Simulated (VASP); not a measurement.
A run of VASP 6.6.1 is set up as follows.

Contents of INCAR:

```
SYSTEM = VN
ALGO = Normal
EDIFF = 1E-6
ENCUT = 600
GGA = RP
GGA_COMPAT = .FALSE.
ISIF = 2
ISMEAR = 0
ISPIN = 2
IVDW = 13
LASPH = .TRUE.
LCHARG = .FALSE.
LMAXMIX = 4
LORBIT = 11
LREAL = .FALSE.
LWAVE = .FALSE.
MAGMOM = 0.05 0
NBANDS = 20
NELM = 200
PREC = Accurate
SIGMA = 0.05
```

KPOINTS

```
k-points
0
G
  10 10 10
  0 0 0
```

The input POSCAR:

```
VN
1.0
    0.0000000000      2.0008463966      2.0008463966
    2.0008463966      0.0000000000      2.0008463966
    2.0008463966      2.0008463966      0.0000000000
V N
1 1
Direct
    0.0000000000      0.0000000000      0.0000000000
    0.5000000000      0.5000000000      0.5000000000
```

Potentials or basis: VASP PAW PBE potentials, release 64 (V_sv, N).

The run is started by

```sh
$ cat potpaw_PBE.64/V_sv/POTCAR potpaw_PBE.64/N/POTCAR > POTCAR
$ mpirun -np 1 vasp_std > vasp.out
```

What does it give for the net moment?

0.00 μB per cell.

What does it give for the pressure?

15.8 GPa.

Estimate the dispersion energy per atom.

-0.877 eV.

Predict the band gap on the k mesh.

zero (filled and empty bands overlap).

Caveat: the PAW data sets were made with another functional, which shifts forces and pressure a little; pairwise dispersion overbinds metals, which lowers pressure and volume.
